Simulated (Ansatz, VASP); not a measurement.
KGaH6: VASP beside Ansatz

INCAR

```
SYSTEM = KGaH6
PREC = Accurate ; ENCUT = 600
EDIFF = 1E-6 ; ISMEAR = 0
SIGMA = 0.1 ; LREAL = .False.
LASPH = .True. ; NELM = 100
ALGO = Normal ; ISIF = 3
LWAVE = .False. ; LCHARG = .False.
GGA = PE ; IBRION = 2
NSW = 100 ; EDIFFG = -0.01
```

KPOINTS

```
Automatic mesh
0
Gamma
  6 6 6
  0 0 0
```

File POSCAR:

```
KGaH6
1.0
    5.8953936023      0.0000000000      0.0000000000
    0.0000000000      5.8953936023      0.0000000000
    0.0000000000      0.0000000000      5.8953936023
K Ga H
1 1 6
Direct
    0.0000000000      0.0000000000      0.0000000000
    0.5000000000      0.5000000000      0.5000000000
    0.5632342671      0.0000000000      0.0000000000
    0.4367657329      0.0000000000      0.0000000000
    0.0000000000      0.5632342671      0.0000000000
    0.0000000000      0.4367657329      0.0000000000
    0.0000000000      0.0000000000      0.5632342671
    0.0000000000      0.0000000000      0.4367657329
```

Input for Ansatz:

```yaml
crystal:
  lattice:
    - [5.8953936023, 0.0, 0.0]
    - [0.0, 5.8953936023, 0.0]
    - [0.0, 0.0, 5.8953936023]
  atoms:
    - { symbol: K, position: [0.0, 0.0, 0.0] }
    - { symbol: Ga, position: [0.5, 0.5, 0.5] }
    - { symbol: H, position: [0.5632342671, 0.0, 0.0] }
    - { symbol: H, position: [0.4367657329, 0.0, 0.0] }
    - { symbol: H, position: [0.0, 0.5632342671, 0.0] }
    - { symbol: H, position: [0.0, 0.4367657329, 0.0] }
    - { symbol: H, position: [0.0, 0.0, 0.5632342671] }
    - { symbol: H, position: [0.0, 0.0, 0.4367657329] }
basis:
  ecutwfc: 420
kpoints:
  mp_grid: { grid: [6, 6, 6] }
hamiltonian:
  xc: pbe
scf:
  occupations: { method: gaussian, width: 0.1 }
output:
  forces: true
  stress: true
  eigenvalues: true
relax:
  adjacent_minimum: "off"
  f_tol: 0.01
  max_steps: 80
  cell: { stress_tol: 0.05 }
```

Alike in both runs: task relaxation of cell and atoms; functional PBE; k mesh 6 × 6 × 6; occupations gaussian, width 0.1 eV; no spin polarisation.

```csv
,VASP,Ansatz
version,VASP 6.6.1,Ansatz 0.2.0
potentials or method,"VASP PAW PBE potentials, release 64 (K_sv, Ga_d, H), cutoff 600 eV","scalar-relativistic, plane waves, PAW"
valence electrons in the cell,28,28
```

```csv
,VASP,Ansatz,Ansatz less VASP
"gap on the k mesh at the Fermi level, each at its own relaxed structure (eV)",none,none,-
relaxed volume (Å³/atom),28.17,28.10,-0.069
relaxed cell length with the largest relative difference (Å),6.086,6.081,-0.0049
```

A gap of «none» marks a metal or a gap that the smearing closes.
